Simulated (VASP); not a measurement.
# Be2Cd2O (I4/mmm) in VASP: single point with PBE

Aim: the single point of Be2Cd2O with PBE.

Everything below comes from runs of VASP 6.6.1. Logs are shortened: lines on timing, memory, paths and dates and some standing lists are left out, and cuts for length are marked.

## 1. The cell of the first run

The structure is tetragonal, space group I4/mmm (No. 139). Conventional cell: a = 3.057 Å, b = 3.057 Å, c = 17.121 Å, α = 90.00°, β = 90.00°, γ = 90.00°. Within 1.9 Å of Be (site symmetry 4mm) lie 1 O at 1.42 Å. Within 3.8 Å of Cd (site symmetry 4mm) lie 4 Be at 2.71 Å and 8 Cd at 3.06 to 3.27 Å and 4 O at 3.74 Å. O (site symmetry 4/mmm) has 2 Be at 1.42 Å within 1.9 Å.

The cell was generated, and may not be a known phase.

## 2. Single point, PBE

File INCAR:

```
SYSTEM = Be2Cd2O
ALGO = Normal ; EDIFF = 1E-6
ENCUT = 520 ; GGA = PE
ISIF = 2 ; ISMEAR = 0
LASPH = .TRUE. ; LCHARG = .FALSE.
LREAL = .FALSE. ; LWAVE = .FALSE.
NBANDS = 25 ; NELM = 100
PREC = Accurate ; SIGMA = 0.1
```

File KPOINTS:

```
k-points
0
G
  18 18 18
  0 0 0
```

File POSCAR:

```
Be2Cd2O
1.0
   -1.5282812187      1.5282812187      8.5603949955
    1.5282812187     -1.5282812187      8.5603949955
    1.5282812187      1.5282812187     -8.5603949955
Be Cd O
2 2 1
Direct
    0.0826805083      0.0826805083      0.0000000000
    0.9173194917      0.9173194917      0.0000000000
    0.6781592692      0.6781592692      0.0000000000
    0.3218407308      0.3218407308      0.0000000000
    0.0000000000      0.0000000000      0.0000000000
```

Potentials or basis: VASP PAW PBE potentials, release 64 (Be, Cd, O).

Run with:

```console
cat potpaw_PBE.64/Be/POTCAR potpaw_PBE.64/Cd/POTCAR potpaw_PBE.64/O/POTCAR > POTCAR
mpirun -np 1 vasp_std > vasp.out
```

OUTCAR:

```text
SYSTEM = Be2Cd2O
   EDIFF = 1E-6
   ENCUT = 520
   GGA = PE
   ISIF = 2
   ISMEAR = 0
   LASPH = .TRUE.
   LREAL = .FALSE.
   NELM = 100
   PREC = Accurate

 ion  position               nearest neighbor table
   1  0.083  0.083  0.000-   5 1.42   3 2.71   3 2.71   3 2.71   3 2.71
   2  0.917  0.917  0.000-   5 1.42   4 2.71   4 2.71   4 2.71   4 2.71
   3  0.678  0.678  0.000-   1 2.71   1 2.71   1 2.71   1 2.71   4 3.27   4 3.27   4 3.27   4 3.27

   4  0.322  0.322  0.000-   2 2.71   2 2.71   2 2.71   2 2.71   3 3.27   3 3.27   3 3.27   3 3.27

   5  0.000  0.000  0.000-   1 1.42   2 1.42

  LATTYP: Found a body centered tetragonal cell.
 ALAT       =     3.0565624374
 C/A-ratio  =     5.6013218580

  Lattice vectors:

 A1 = (  -1.5282812187,   1.5282812187,   8.5603949955)
 A2 = (   1.5282812187,  -1.5282812187,   8.5603949955)
 A3 = (   1.5282812187,   1.5282812187,  -8.5603949955)

Analysis of symmetry for initial positions (statically):
=====================================================================
 Subroutine PRICEL returns:
 Original cell was already a primitive cell.

 Routine SETGRP: Setting up the symmetry group for a
 body centered tetragonal supercell.

 Subroutine GETGRP returns: Found 16 space group operations
 (whereof 16 operations were pure point group operations)
 out of a pool of 16 trial point group operations.

The static configuration has the point symmetry D_4h.

Analysis of symmetry for dynamics (positions and initial velocities):
=====================================================================
 Subroutine PRICEL returns:
 Original cell was already a primitive cell.

 Routine SETGRP: Setting up the symmetry group for a
 body centered tetragonal supercell.

 Subroutine GETGRP returns: Found 16 space group operations
 (whereof 16 operations were pure point group operations)
 out of a pool of 16 trial point group operations.

The dynamic configuration has the point symmetry D_4h.

 Subroutine INISYM returns: Found 16 space group operations
 (whereof 16 operations are pure point group operations),
 and found     1 'primitive' translations

----------------------------------------------------------------------------------------

                                     Primitive cell

  volume of cell :      79.9761

  direct lattice vectors                    reciprocal lattice vectors
    -1.528281219  1.528281219  8.560394995     0.000000000  0.327164918  0.058408520
     1.528281219 -1.528281219  8.560394995     0.327164918  0.000000000  0.058408520
     1.528281219  1.528281219 -8.560394995     0.327164918  0.327164918  0.000000000

  length of vectors
     8.829023131  8.829023131  8.829023131     0.332337839  0.332337839  0.462681065

  position of ions in fractional coordinates (direct lattice)
     0.082680508  0.082680508  0.000000000
     0.917319492  0.917319492  0.000000000
     0.678159269  0.678159269  0.000000000
     0.321840731  0.321840731  0.000000000
     0.000000000  0.000000000  0.000000000

  ion indices of the primitive-cell ions
   primitive index   ion index
                 1           1
                 2           2
                 3           3
                 4           4
                 5           5

----------------------------------------------------------------------------------------

 KPOINTS: k-points

Automatic generation of k-mesh.
 Grid dimensions read from file:
 generate k-points for:   18   18   18

 Generating k-lattice:

  Cartesian coordinates                     Fractional coordinates (reciprocal lattice)
     0.000000000  0.018175829  0.003244918     0.055555556 -0.000000000  0.000000000
     0.018175829  0.000000000  0.003244918    -0.000000000  0.055555556  0.000000000
     0.018175829  0.018175829  0.000000000     0.000000000  0.000000000  0.055555556

  Length of vectors
     0.018463213  0.018463213  0.025704504

  Shift w.r.t. Gamma in fractional coordinates (k-lattice)
     0.000000000  0.000000000  0.000000000

 Subroutine IBZKPT returns following result:
 ===========================================

 Found    480 irreducible k-points:

 Following reciprocal coordinates:
            Coordinates               Weight
  0.000000  0.000000  0.000000      1.000000
  0.055556  0.000000 -0.000000      8.000000
  0.111111  0.000000 -0.000000      8.000000
  0.166667  0.000000  0.000000      8.000000
  0.222222  0.000000 -0.000000      8.000000
  0.277778  0.000000  0.000000      8.000000
[... 16 lines left out ...]
 -0.277778  0.055556  0.000000     16.000000
 -0.222222  0.055556  0.000000     16.000000
 [... further k-points ...]
   k-points           NKPTS =    480   k-points in BZ     NKDIM =    480   number of bands    NBANDS=     25
   number of dos      NEDOS =    301   number of ions     NIONS =      5
   total plane-waves  NPLWV = 343000
   dimension x,y,z NGX =    70 NGY =   70 NGZ =   70
   dimension x,y,z NGXF=   140 NGYF=  140 NGZF=  140
   ions per type =               2   2   1
   NGX,Y,Z   is equivalent  to a cutoff of  13.18, 13.18, 13.18 a.u.
   NGXF,Y,Z  is equivalent  to a cutoff of  26.36, 26.36, 26.36 a.u.
 SYSTEM =  Be2Cd2O
   PREC   = accura    normal or accurate (medium, high low for compatibility)
   ISTART =      0    job   : 0-new  1-cont  2-samecut
   ICHARG =      2    charge: 1-file 2-atom 10-const
   ISPIN  =      1    spin polarized calculation?
   LNONCOLLINEAR =      F non collinear calculations
   LSORBIT =      F    spin-orbit coupling
   LASPH  =      T    aspherical Exc in radial PAW
   ENCUT  =  520.0 eV  38.22 Ry    6.18 a.u.  16.42 16.42 16.42*2*pi/ulx,y,z
   NELM   =    100;   NELMIN=  2; NELMDL= -5     # of ELM steps
   EDIFF  = 0.1E-05   stopping-criterion for ELM
   LREAL  =      F    real-space projection
   EDIFFG = 0.1E-04   stopping-criterion for IOM
   NSW    =      0    number of steps for IOM
   IBRION =     -1    ionic relax: 0-MD 1-quasi-New 2-CG
   NFREE  =      0    steps in history (QN), initial steepest desc. (CG)
   ISIF   =      2    stress and relaxation
   ISYM   =      2    0-nonsym 1-usesym 2-fastsym
   POTIM  = 0.5000    time-step for ionic-motion
   TEBEG  =    0.0;   TEEND  =   0.0 temperature during run
   PSTRESS=    0.0 pullay stress
   NELECT =      34.0000    total number of electrons
   NUPDOWN=      -1.0000    fix difference up-down
   EMIN   =  10.00;   EMAX   =-10.00  energy-range for DOS
   EFERMI =   0.00;   METHOD = LEGACY
   ISMEAR =     0;   SIGMA  =   0.10  broadening in eV -4-tet -1-fermi 0-gaus
   EFERMI_NEDOS =   21; number of points for ismear=-14 and -15
   IALGO  =     38    algorithm
   IMIX   =      4    mixing-type and parameters
     AMIX     =   0.40;   BMIX     =  1.00
     AMIX_MAG =   1.60;   BMIX_MAG =  1.00
  volume/ion in A,a.u.               =      16.00       107.94
  Fermi-wavevector in a.u.,A,eV,Ry     =   1.230971  2.326197 20.616754  1.515289
  Thomas-Fermi vector in A             =   2.365798
   LORBIT       =      0    0 simple, 1 ext, 2 COOP (PROOUT), +10 PAW based schemes
   GGA     = PE    functional components
   LHFCALC =     F    Hartree Fock is set to
   AEXX    =    0.0000 exact exchange contribution
   IVDW    =     0    specifies the selected vdW correction
   LEPSILON=     F    determine dielectric tensor
   LRPA    =     F    only Hartree local field effects (RPA)
 non-spin polarized calculation
 Gauss-broadening in eV      SIGMA  =   0.10
  energy-cutoff  :      520.00
  volume of cell :       79.98
 maximum number of plane-waves:      2178
 NGX is ok and might be reduce to    70
   NGX = 33   NGY = 33   NGZ = 33

 number of electron      33.9999998 magnetization

 Free energy of the ion-electron system (eV)
  ---------------------------------------------------
  ext. energy  EPLUGINS =         0.00000000
  ---------------------------------------------------
  free energy    TOTEN  =       -16.56304469 eV

  energy without entropy =      -16.55765004  energy(sigma->0) =      -16.56034737

 E-fermi :   2.3223     XC(G=0):  -9.9757

 val. band max:        2.3102100096   @ k =   0.3889   0.3889   0.1111
 cond. band min:       2.3253847390   @ k =  -0.3889  -0.4444   0.1667
 fundamental gap:      0.0151747294
 Fermi energy:         2.3223353092

 k-point     1 :       0.0000    0.0000    0.0000
  band No.  band energies     occupation
      1     -16.1998      2.00000
      2      -7.2865      2.00000
      3      -7.1211      2.00000
      4      -7.0962      2.00000
      5      -6.7794      2.00000
      6      -6.4607      2.00000
[... 17 lines left out ...]
     24      12.8108      0.00000
     25      13.1491      0.00000

 k-point     2 :       0.0556    0.0000   -0.0000
  band No.  band energies     occupation
      1     -16.1924      2.00000
      2      -7.2704      2.00000
      3      -7.1015      2.00000
      4      -7.0816      2.00000
      5      -6.7593      2.00000
      6      -6.4820      2.00000
[... 17 lines left out ...]
     24      12.5103      0.00000
     25      13.1266      0.00000

 k-point     3 :       0.1111    0.0000   -0.0000
  band No.  band energies     occupation
      1     -16.1712      2.00000
      2      -7.2328      2.00000
      3      -7.0474      2.00000
      4      -7.0369      2.00000
      5      -6.7016      2.00000
      6      -6.5394      2.00000
[... 552 lines left out ...]
 k-point    23 :      -0.2778    0.0556    0.0000
  band No.  band energies     occupation
      1     -16.0466      2.00000
      2      -7.0814      2.00000
      3      -6.9335      2.00000
      4      -6.8207      2.00000
      5      -6.6911      2.00000
      6      -6.5790      2.00000
[... 17 lines left out ...]
     24      10.7788      0.00000
     25      12.3592      0.00000

 k-point    24 :      -0.2222    0.0556    0.0000
  band No.  band energies     occupation
      1     -16.0905      2.00000
      2      -7.1208      2.00000
      3      -6.9530      2.00000
      4      -6.8042      2.00000
      5      -6.6690      2.00000
      6      -6.6162      2.00000
[... 17 lines left out ...]
     24      10.3996      0.00000
     25      13.1505      0.00000

 [... further k-points ...]

------------------------ aborting loop because EDIFF is reached ----------------------------------------

  FORCE on cell =-STRESS in cart. coord.  units (eV):
  Direction    XX          YY          ZZ          XY          YZ          ZX
  --------------------------------------------------------------------------------------
  -------------------------------------------------------------------------------------
  Total        0.0452547      0.0452547     -0.1255720      0.0000000      0.0000000      0.0000000
  in kB        0.9065960      0.9065960     -2.5156088      0.0000000      0.0000000      0.0000000
  external PRESSURE =      -0.2341389 kB  Pullay stress =       0.0000000 kB

 VOLUME and BASIS-vectors are now :
 -----------------------------------------------------------------------------
  energy-cutoff  :      520.00
  volume of cell :       79.98
      direct lattice vectors                 reciprocal lattice vectors
    -1.528281219  1.528281219  8.560394995     0.000000000  0.327164918  0.058408520
     1.528281219 -1.528281219  8.560394995     0.327164918  0.000000000  0.058408520
     1.528281219  1.528281219 -8.560394995     0.327164918  0.327164918  0.000000000

 POSITION                                       TOTAL-FORCE (eV/Angst)
 -----------------------------------------------------------------------------------
      0.00000      0.00000      1.41556         0.000000      0.000000     -0.055563
      0.00000      0.00000     15.70523        -0.000000     -0.000000      0.055563
      0.00000      0.00000     11.61062         0.000000      0.000000     -0.007884
      0.00000      0.00000      5.51017         0.000000      0.000000      0.007884
      0.00000      0.00000      0.00000         0.000000      0.000000     -0.000000
 -----------------------------------------------------------------------------------
    total drift:                                0.000000      0.000000     -0.000000

  FREE ENERGIE OF THE ION-ELECTRON SYSTEM (eV)
  ---------------------------------------------------
  free  energy   TOTEN  =       -16.5630446938 eV

  energy  without entropy=      -16.5576500402  energy(sigma->0) =      -16.56034737
```

It took 55 min on 1 thread of Intel Xeon 6975P-C (Granite Rapids), shared host; peak memory 1.3 GiB.

What came out:

* Free energy: -16.5630 eV
* Pressure: 0.0 GPa
* Largest force: 0.056 eV/Å
* Band gap on the k mesh: zero (bands 17 and 18 overlap by 2.82 eV)

Forces in eV/Å, atoms in the order of the input:
```
Be   0.000  0.000 -0.056
Be   0.000  0.000  0.056
Cd   0.000  0.000 -0.008
Cd   0.000  0.000  0.008
O    0.000  0.000  0.000
```
